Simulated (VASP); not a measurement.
# BeS (P-6m2) in VASP: a series of runs

BeS is run at these levels: PBE; tasks: single point, relaxation of cell and atoms.

All numbers are computed with VASP 6.6.1; they aren't measurements. Logs are shortened: lines on timing, memory, paths and dates and some standing lists are left out, and cuts for length are marked.

## 1. The cell of the first run

It takes space group P-6m2 (No. 187, hexagonal). Conventional cell: a = 3.454 Å, b = 3.454 Å, c = 5.098 Å, α = 90.00°, β = 90.00°, γ = 120.00°. Be (site symmetry -6m2) has 3 S at 1.99 Å within 2.6 Å. S (site symmetry -6m2) has 3 Be at 1.99 Å within 2.6 Å.

## 2. Single point, PBE

Contents of INCAR:

```
ALGO = Normal ; EDIFF = 1E-6
ENCUT = 520 ; GGA = PE
ISIF = 2 ; ISMEAR = 0
LASPH = True ; LCHARG = True
LELF = True ; LREAL = False
LVHAR = True ; LWAVE = False
NBANDS = 11 ; NELM = 60
PREC = Accurate ; SIGMA = 0.02
```

Contents of KPOINTS:

```
k-points
0
Gamma
  12 12 6
```

Contents of POSCAR:

```
BeS
1.0
    3.4544569851      0.0000000000      0.0000000000
   -1.7272284925      2.9916475054      0.0000000000
    0.0000000000      0.0000000000      5.0977772502
Be S
1 1
Direct
    0.0000000000      0.0000000000      0.0000000000
    0.3333333333      0.6666666667      0.0000000000
```

Potentials or basis: VASP PAW PBE potentials, release 64 (Be, S).

Launch:

```
$ cat potpaw_PBE.64/Be/POTCAR potpaw_PBE.64/S/POTCAR > POTCAR
$ mpirun -np 1 vasp_std > vasp.out
```

OUTCAR:

```text
EDIFF = 1E-6
   ENCUT = 520
   GGA = PE
   ISIF = 2
   ISMEAR = 0
   LASPH = True
   LREAL = False
   NELM = 60
   PREC = Accurate

 ion  position               nearest neighbor table
   1  0.000  0.000  0.000-   2 1.99   2 1.99   2 1.99
   2  0.333  0.667  0.000-   1 1.99   1 1.99   1 1.99

  LATTYP: Found a hexagonal cell.
 ALAT       =     3.4544569851
 C/A-ratio  =     1.4757101542

  Lattice vectors:

 A1 = (   3.4544569851,   0.0000000000,   0.0000000000)
 A2 = (  -1.7272284925,   2.9916475054,   0.0000000000)
 A3 = (   0.0000000000,   0.0000000000,   5.0977772502)

Analysis of symmetry for initial positions (statically):
=====================================================================
 Subroutine PRICEL returns:
 Original cell was already a primitive cell.

 Routine SETGRP: Setting up the symmetry group for a
 hexagonal supercell.

 Subroutine GETGRP returns: Found 12 space group operations
 (whereof 12 operations were pure point group operations)
 out of a pool of 24 trial point group operations.

The static configuration has the point symmetry D_3h.

Analysis of symmetry for dynamics (positions and initial velocities):
=====================================================================
 Subroutine PRICEL returns:
 Original cell was already a primitive cell.

 Routine SETGRP: Setting up the symmetry group for a
 hexagonal supercell.

 Subroutine GETGRP returns: Found 12 space group operations
 (whereof 12 operations were pure point group operations)
 out of a pool of 24 trial point group operations.

The dynamic configuration has the point symmetry D_3h.

 Subroutine INISYM returns: Found 12 space group operations
 (whereof 12 operations are pure point group operations),
 and found     1 'primitive' translations

----------------------------------------------------------------------------------------

                                     Primitive cell

  volume of cell :      52.6831

  direct lattice vectors                    reciprocal lattice vectors
     3.454456985  0.000000000  0.000000000     0.289481098  0.167131990  0.000000000
    -1.727228493  2.991647505  0.000000000     0.000000000  0.334263979  0.000000000
     0.000000000  0.000000000  5.097777250     0.000000000  0.000000000  0.196163926

  length of vectors
     3.454456985  3.454456985  5.097777250     0.334263979  0.334263979  0.196163926

  position of ions in fractional coordinates (direct lattice)
     0.000000000  0.000000000  0.000000000
     0.333333333  0.666666667  0.000000000

  ion indices of the primitive-cell ions
   primitive index   ion index
                 1           1
                 2           2

----------------------------------------------------------------------------------------

 KPOINTS: k-points

Automatic generation of k-mesh.
 Grid dimensions read from file:
 generate k-points for:   12   12    6

 Generating k-lattice:

  Cartesian coordinates                     Fractional coordinates (reciprocal lattice)
     0.024123425  0.013927666  0.000000000     0.083333333  0.000000000  0.000000000
     0.000000000  0.027855332  0.000000000     0.000000000  0.083333333  0.000000000
     0.000000000  0.000000000  0.032693988     0.000000000  0.000000000  0.166666667

  Length of vectors
     0.027855332  0.027855332  0.032693988

  Shift w.r.t. Gamma in fractional coordinates (k-lattice)
     0.000000000  0.000000000  0.000000000

 Subroutine IBZKPT returns following result:
 ===========================================

 Found     76 irreducible k-points:

 Following reciprocal coordinates:
            Coordinates               Weight
  0.000000  0.000000  0.000000      1.000000
  0.083333 -0.000000  0.000000      6.000000
  0.166667 -0.000000  0.000000      6.000000
  0.250000 -0.000000  0.000000      6.000000
  0.333333 -0.000000  0.000000      6.000000
  0.416667 -0.000000  0.000000      6.000000
[... 16 lines left out ...]
  0.250000 -0.000000  0.166667     12.000000
  0.333333 -0.000000  0.166667     12.000000
 [... further k-points ...]
   k-points           NKPTS =     76   k-points in BZ     NKDIM =     76   number of bands    NBANDS=     11
   number of dos      NEDOS =    301   number of ions     NIONS =      2
   total plane-waves  NPLWV =  31360
   dimension x,y,z NGX =    28 NGY =   28 NGZ =   40
   dimension x,y,z NGXF=    56 NGYF=   56 NGZF=   80
   ions per type =               1   1
   NGX,Y,Z   is equivalent  to a cutoff of  13.48, 13.48, 13.04 a.u.
   NGXF,Y,Z  is equivalent  to a cutoff of  26.95, 26.95, 26.09 a.u.
 SYSTEM =  unknown system
   PREC   = accura    normal or accurate (medium, high low for compatibility)
   ISTART =      0    job   : 0-new  1-cont  2-samecut
   ICHARG =      2    charge: 1-file 2-atom 10-const
   ISPIN  =      1    spin polarized calculation?
   LNONCOLLINEAR =      F non collinear calculations
   LSORBIT =      F    spin-orbit coupling
   LASPH  =      T    aspherical Exc in radial PAW
   ENCUT  =  520.0 eV  38.22 Ry    6.18 a.u.   6.42  6.42  9.48*2*pi/ulx,y,z
   NELM   =     60;   NELMIN=  2; NELMDL= -5     # of ELM steps
   EDIFF  = 0.1E-05   stopping-criterion for ELM
   LREAL  =      F    real-space projection
   EDIFFG = 0.1E-04   stopping-criterion for IOM
   NSW    =      0    number of steps for IOM
   IBRION =     -1    ionic relax: 0-MD 1-quasi-New 2-CG
   NFREE  =      0    steps in history (QN), initial steepest desc. (CG)
   ISIF   =      2    stress and relaxation
   ISYM   =      2    0-nonsym 1-usesym 2-fastsym
   POTIM  = 0.5000    time-step for ionic-motion
   TEBEG  =    0.0;   TEEND  =   0.0 temperature during run
   PSTRESS=    0.0 pullay stress
   NELECT =       8.0000    total number of electrons
   NUPDOWN=      -1.0000    fix difference up-down
   EMIN   =  10.00;   EMAX   =-10.00  energy-range for DOS
   EFERMI =   0.00;   METHOD = LEGACY
   ISMEAR =     0;   SIGMA  =   0.02  broadening in eV -4-tet -1-fermi 0-gaus
   EFERMI_NEDOS =   21; number of points for ismear=-14 and -15
   IALGO  =     38    algorithm
   IMIX   =      4    mixing-type and parameters
     AMIX     =   0.40;   BMIX     =  1.00
     AMIX_MAG =   1.60;   BMIX_MAG =  1.00
  volume/ion in A,a.u.               =      26.34       177.76
  Fermi-wavevector in a.u.,A,eV,Ry     =   0.873403  1.650492 10.378960  0.762832
  Thomas-Fermi vector in A             =   1.992788
   LORBIT       =      0    0 simple, 1 ext, 2 COOP (PROOUT), +10 PAW based schemes
   GGA     = PE    functional components
   LHFCALC =     F    Hartree Fock is set to
   AEXX    =    0.0000 exact exchange contribution
   IVDW    =     0    specifies the selected vdW correction
   LEPSILON=     F    determine dielectric tensor
   LRPA    =     F    only Hartree local field effects (RPA)
 non-spin polarized calculation
 Gauss-broadening in eV      SIGMA  =   0.02
  energy-cutoff  :      520.00
  volume of cell :       52.68
 maximum number of plane-waves:      1445
 NGX is ok and might be reduce to    28
   NGX = 13   NGY = 13   NGZ = 19

 number of electron       7.9999999 magnetization

 Free energy of the ion-electron system (eV)
  ---------------------------------------------------
  ext. energy  EPLUGINS =         0.00000000
  ---------------------------------------------------
  free energy    TOTEN  =        -9.60883440 eV

  energy without entropy =       -9.60883440  energy(sigma->0) =       -9.60883440

 E-fermi :  -0.7432     XC(G=0):  -6.6621

 val. band max:       -0.8733302606   @ k =   0.3333   0.3333   0.0000
 cond. band min:       3.2135948401   @ k =   0.5000  -0.0000   0.5000
 fundamental gap:      4.0869251007
 Fermi energy:        -0.7431832802

 k-point     1 :       0.0000    0.0000    0.0000
  band No.  band energies     occupation
      1     -13.1235      2.00000
      2      -2.8200      2.00000
      3      -1.5055      2.00000
      4      -1.5055      2.00000
      5       3.5195      0.00000
      6       5.6251      0.00000
      7       5.6251      0.00000
      8       6.3464      0.00000
      9       8.6902      0.00000
     10      13.4996      0.00000
     11      13.4997      0.00000

 k-point     2 :       0.0833   -0.0000    0.0000
  band No.  band energies     occupation
      1     -13.0680      2.00000
      2      -2.7405      2.00000
      3      -1.8676      2.00000
      4      -1.6337      2.00000
      5       3.6942      0.00000
      6       5.5120      0.00000
      7       5.9510      0.00000
      8       6.7538      0.00000
      9       8.2605      0.00000
     10      13.2929      0.00000
     11      13.6906      0.00000

 k-point     3 :       0.1667   -0.0000    0.0000
  band No.  band energies     occupation
      1     -12.9091      2.00000
      2      -2.7240      2.00000
      3      -2.5087      2.00000
      4      -1.9476      2.00000
      5       4.0770      0.00000
      6       5.3776      0.00000
      7       6.8542      0.00000
      8       7.2677      0.00000
      9       7.6991      0.00000
     10      12.8225      0.00000
     11      13.4911      0.00000

 k-point     4 :       0.2500   -0.0000    0.0000
  band No.  band energies     occupation
      1     -12.6709      2.00000
      2      -3.7183      2.00000
      3      -2.3135      2.00000
      4      -2.1486      2.00000
      5       4.4190      0.00000
      6       5.4524      0.00000
      7       6.1072      0.00000
      8       8.1866      0.00000
      9       8.8379      0.00000
     10      12.3152      0.00000
     11      12.8278      0.00000

 k-point     5 :       0.3333   -0.0000    0.0000
  band No.  band energies     occupation
      1     -12.4014      2.00000
      2      -4.6115      2.00000
      3      -2.6290      2.00000
      4      -1.7151      2.00000
      5       4.4979      0.00000
      6       5.0189      0.00000
      7       5.9845      0.00000
      8       9.5925      0.00000
      9       9.8061      0.00000
     10      11.9002      0.00000
     11      12.2345      0.00000
[... 211 lines left out ...]
 k-point    21 :       0.0833   -0.0000    0.1667
  band No.  band energies     occupation
      1     -13.0639      2.00000
      2      -2.8416      2.00000
      3      -1.8642      2.00000
      4      -1.6324      2.00000
      5       4.0690      0.00000
      6       5.5291      0.00000
      7       5.9559      0.00000
      8       6.7432      0.00000
      9       8.2660      0.00000
     10      13.1054      0.00000
     11      13.1779      0.00000

 k-point    22 :       0.1667   -0.0000    0.1667
  band No.  band energies     occupation
      1     -12.9051      2.00000
      2      -2.7244      2.00000
      3      -2.5991      2.00000
      4      -1.9460      2.00000
      5       4.3978      0.00000
      6       5.4261      0.00000
      7       6.8590      0.00000
      8       7.2235      0.00000
      9       7.7641      0.00000
     10      12.6830      0.00000
     11      12.8366      0.00000

 k-point    23 :       0.2500   -0.0000    0.1667
  band No.  band energies     occupation
      1     -12.6673      2.00000
      2      -3.7122      2.00000
      3      -2.3117      2.00000
      4      -2.2364      2.00000
      5       4.5791      0.00000
      6       5.4452      0.00000
      7       6.3204      0.00000
      8       8.1915      0.00000
      9       8.8701      0.00000
     10      12.1570      0.00000
     11      12.2965      0.00000

 k-point    24 :       0.3333   -0.0000    0.1667
  band No.  band energies     occupation
      1     -12.3983      2.00000
      2      -4.6044      2.00000
      3      -2.6272      2.00000
      4      -1.7916      2.00000
      5       4.5204      0.00000
      6       4.8278      0.00000
      7       6.4889      0.00000
      8       9.7403      0.00000
      9       9.8111      0.00000
     10      11.7307      0.00000
     11      11.7850      0.00000

 [... further k-points ...]
[... 5 lines left out ...]
  --------------------------------------------------------------------------------------
  -------------------------------------------------------------------------------------
  Total       -0.0063263     -0.0063263     -0.0002141     -0.0000000      0.0000000      0.0000000
  in kB       -0.1923940     -0.1923940     -0.0065117     -0.0000000      0.0000000      0.0000000
  external PRESSURE =      -0.1304332 kB  Pullay stress =       0.0000000 kB

 VOLUME and BASIS-vectors are now :
 -----------------------------------------------------------------------------
  energy-cutoff  :      520.00
  volume of cell :       52.68
      direct lattice vectors                 reciprocal lattice vectors
     3.454456985  0.000000000  0.000000000     0.289481098  0.167131990  0.000000000
    -1.727228493  2.991647505  0.000000000     0.000000000  0.334263979  0.000000000
     0.000000000  0.000000000  5.097777250     0.000000000  0.000000000  0.196163926

 POSITION                                       TOTAL-FORCE (eV/Angst)
 -----------------------------------------------------------------------------------
      0.00000      0.00000      0.00000        -0.000000      0.000000      0.000000
     -0.00000      1.99443      0.00000         0.000000      0.000000      0.000000
 -----------------------------------------------------------------------------------
    total drift:                                0.000000     -0.000000     -0.000000

  FREE ENERGIE OF THE ION-ELECTRON SYSTEM (eV)
  ---------------------------------------------------
  free  energy   TOTEN  =        -9.6088344031 eV

  energy  without entropy=       -9.6088344031  energy(sigma->0) =       -9.60883440
```

It took 23 s on 1 thread of AMD EPYC 9R45 (Zen 5), shared host; peak memory 0.16 GiB.

What came out:

```yaml
Free_energy: -9.6088 eV
Pressure: 0.0 GPa
Band_gap_on_the_k_mesh: 4.09 eV, indirect (least direct gap 4.46 eV)
```

Caveat: this functional lacks dispersion, which binds the layers, so the pressure and a relaxed spacing across them are unreliable. A k mesh can miss the band edges.

## 3. Relaxation of cell and atoms, PBE

Contents of INCAR:

```
PREC     = Accurate       # precision mode
ENCUT    = 600            # plane-wave cutoff, eV
EDIFF    = 1E-7           # SCF threshold, eV
ISMEAR   = 0              # smearing method
SIGMA    = 0.02           # smearing width, eV
LREAL    = False          # projectors in reciprocal space
LASPH    = True           # aspherical terms in the spheres
NELM     = 60             # most SCF steps
ALGO     = Normal         # electronic algorithm
ISIF     = 3              # what is computed and relaxed
LWAVE    = False          # write WAVECAR
LCHARG   = False          # write CHGCAR
GGA      = PE             # functional
IBRION   = 2              # ionic algorithm
NSW      = 100            # ionic steps
EDIFFG   = -0.01          # ionic threshold
```

Contents of KPOINTS:

```
Automatic mesh
0
Gamma
  12 12 6
```

POSCAR is that of step 2.

Potentials or basis: VASP PAW PBE potentials, release 64 (Be, S).

Launch:

```
$ cat potpaw_PBE.64/Be/POTCAR potpaw_PBE.64/S/POTCAR > POTCAR
$ mpirun -np 1 vasp_std > vasp.out
```

OUTCAR:

```text
PREC = Accurate
   ENCUT = 600
   EDIFF = 1E-7
   ISMEAR = 0
   LREAL = False
   LASPH = True
   NELM = 60
   ISIF = 3
   GGA = PE
   IBRION = 2
   NSW = 100
   EDIFFG = -0.01

 ion  position               nearest neighbor table
   1  0.000  0.000  0.000-   2 1.99   2 1.99   2 1.99
   2  0.333  0.667  0.000-   1 1.99   1 1.99   1 1.99

  LATTYP: Found a hexagonal cell.
 ALAT       =     3.4544569851
 C/A-ratio  =     1.4757101542

  Lattice vectors:

[... 444 lines left out ...]
      3      -2.6272      2.00000
      4      -1.7918      2.00000
      5       4.5203      0.00000
      6       4.8277      0.00000
      7       6.4889      0.00000
      8       9.7630      0.00000

 [... further k-points ...]
[... 5 lines left out ...]
  --------------------------------------------------------------------------------------
  -------------------------------------------------------------------------------------
  Total        0.0011311      0.0011311      0.0062379      0.0000000      0.0000000      0.0000000
  in kB        0.0343982      0.0343982      0.1897032      0.0000000      0.0000000      0.0000000
  external PRESSURE =       0.0861665 kB  Pullay stress =       0.0000000 kB

 VOLUME and BASIS-vectors are now :
 -----------------------------------------------------------------------------
  energy-cutoff  :      600.00
  volume of cell :       52.68
      direct lattice vectors                 reciprocal lattice vectors
     3.454456985  0.000000000  0.000000000     0.289481098  0.167131990  0.000000000
    -1.727228493  2.991647505  0.000000000     0.000000000  0.334263979  0.000000000
     0.000000000  0.000000000  5.097777250     0.000000000  0.000000000  0.196163926

 POSITION                                       TOTAL-FORCE (eV/Angst)
 -----------------------------------------------------------------------------------
      0.00000      0.00000      0.00000         0.000000      0.000000      0.000000
     -0.00000      1.99443      0.00000        -0.000000     -0.000000      0.000000
 -----------------------------------------------------------------------------------
    total drift:                                0.000000     -0.000000     -0.000000

  FREE ENERGIE OF THE ION-ELECTRON SYSTEM (eV)
  ---------------------------------------------------
  free  energy   TOTEN  =        -9.6091363246 eV

  energy  without entropy=       -9.6091363246  energy(sigma->0) =       -9.60913632

 reached required accuracy - stopping structural energy minimisation
```

Run time: 22 s. Hardware: 1 thread of AMD EPYC 9R45 (Zen 5), shared host; peak memory 0.16 GiB.

Results:

```
Free energy             : -9.6091 eV
Pressure after relaxing : 0.0 GPa
Band gap on the k mesh  : 4.09 eV, indirect (least direct gap 4.46 eV)
```

Final structure:
```
Be S
1.0
     3.45446    0.00000    0.00000
    -1.72723    2.99165    0.00000
     0.00000    0.00000    5.09778
Be S
1 1
Cartesian
  0.0000 0.0000 0.0000
  0.0000 1.9944 0.0000
```

Caveat: the relaxation stopped at its first step, so nothing moved; this functional lacks dispersion, which binds the layers, so the pressure and a relaxed spacing across them are unreliable. A k mesh can miss the band edges.
